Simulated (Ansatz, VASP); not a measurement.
Cu in VASP and in Ansatz

```
Cu
1.0
     2.51894    0.00000    0.00000
    -1.25947    2.18146    0.00000
     0.00000    0.00000   16.48561
Cu
8
Direct
  0.00000 0.00000 0.00000
  0.33333 0.66667 0.12479
  0.00000 0.00000 0.25000
  0.33333 0.66667 0.37521
  0.00000 0.00000 0.50000
  0.66667 0.33333 0.62479
  0.00000 0.00000 0.75000
  0.66667 0.33333 0.87521
```

Alike in both runs: functional PBEsol; k mesh 18 × 18 × 3; occupations gaussian, width 0.1 eV; no spin polarisation.

Ansatz relaxed the structure, and its values are those at the end. VASP's run is a single point on that final structure, the one shown.

|  | VASP | Ansatz |
| --- | --- | --- |
| version | VASP 6.6.1 | Ansatz 0.2.0 |
| potentials or method | VASP PAW PBE potentials, release 64 (Cu), cutoff 520 eV | scalar-relativistic, plane waves, PAW |
| valence electrons in the cell | 88 | 152 |

```csv
,VASP,Ansatz,Ansatz less VASP
gap on the k mesh at the Fermi level (eV),none,none,-
pressure (GPa),0.7,0.0,-0.74
```

VASP's potentials were made for PBE, not for PBEsol. A gap of «none» marks a metal or a gap that the smearing closes. The functional is the same, so the differences come from potentials, cutoffs and numerics. VASP's potentials hold 88 valence electrons a cell and Ansatz's 152, so a difference there can come from the potentials and not from the codes.
